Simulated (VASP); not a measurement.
A run of VASP 6.6.1:

Contents of POSCAR:

```
GaSb
1.0
    0.0000000000      3.0658788000      3.0658788000
    3.0658788000      0.0000000000      3.0658788000
    3.0658788000      3.0658788000      0.0000000000
Ga Sb
1 1
Direct
    0.0000000000      0.0000000000      0.0000000000
    0.2500000000      0.2500000000      0.2500000000
```

INCAR.step1

```
PREC = Accurate
ENCUT = 550
ISMEAR = -1
SIGMA = 0.02
LREAL = False
LASPH = True
NELM = 120
NBANDS = 21
GGA = PE
ALGO = Normal
EDIFF = 1E-5
LWAVE = True
LCHARG = False
GGA_COMPAT = False
```

File INCAR.step2:

```
PREC = Accurate
ENCUT = 550
EDIFF = 1E-6
ISMEAR = -1
SIGMA = 0.02
LREAL = False
LASPH = True
NELM = 120
ALGO = Normal
ISIF = 2
LWAVE = False
LCHARG = False
METAGGA = R2SCAN
LMIXTAU = True
NBANDS = 21
ISTART = 1
GGA_COMPAT = False
```

Contents of KPOINTS:

```
regular mesh
0
Gamma
  8 8 8
```

Potentials or basis: VASP PAW PBE potentials, release 64 (Ga_d, Sb_d_GW).

Command:

```sh
$ cat potpaw_PBE.64/Ga_d/POTCAR potpaw_PBE.64/Sb_d_GW/POTCAR > POTCAR
$ cp INCAR.step1 INCAR
$ mpirun -np 1 vasp_std > vasp.out
$ cp INCAR.step2 INCAR
$ mpirun -np 1 vasp_std > vasp.out
```

Hardware: 1 thread of Intel(R) Xeon(R) 6975P-C (Granite Rapids), on a shared host.

Q: How long does it take, and how much memory?

A: It took 82 s on 1 thread of Intel(R) Xeon(R) 6975P-C (Granite Rapids) (shared host), peak memory 0.25 GiB. Counts: k points 29.
